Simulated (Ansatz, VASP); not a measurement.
## Ag: VASP beside Ansatz

```xyz
2
Lattice="2.9875 0.0000 0.0000 -1.4937 2.5872 0.0000 0.0000 0.0000 4.8839" Properties=species:S:1:pos:R:3 pbc="T T T"
Ag    0.0000    1.7248    1.2210
Ag    1.4937    0.8624    3.6630
```

Change from the starting cell: volume scaled by 1.06, ions relaxed.

Alike in both runs: functional PBE; k mesh 18 × 18 × 10; occupations fermi-dirac, width 0.05 eV; no spin polarisation.

Ansatz relaxed the structure, and its values are those at the end. VASP's run is a single point on that final structure, the one shown.

|  | VASP | Ansatz |
| --- | --- | --- |
| version | VASP 6.6.1 | Ansatz 0.2.0 |
| potentials or method | VASP PAW PBE potentials, release 64 (Ag) | plane-wave PAW, scalar-relativistic |
| plane-wave cutoff (eV) | 520 | 420 |
| valence electrons in the cell | 22 | 38 |

|  | VASP | Ansatz | Ansatz less VASP |
| --- | --- | --- | --- |
| pressure (GPa) | -4.2 | -4.2 | +0.07 |

VASP's potentials hold 22 valence electrons a cell and Ansatz's 38, so a difference there can come from the potentials and not from the codes. Ansatz's warnings: stress scf threshold loose.
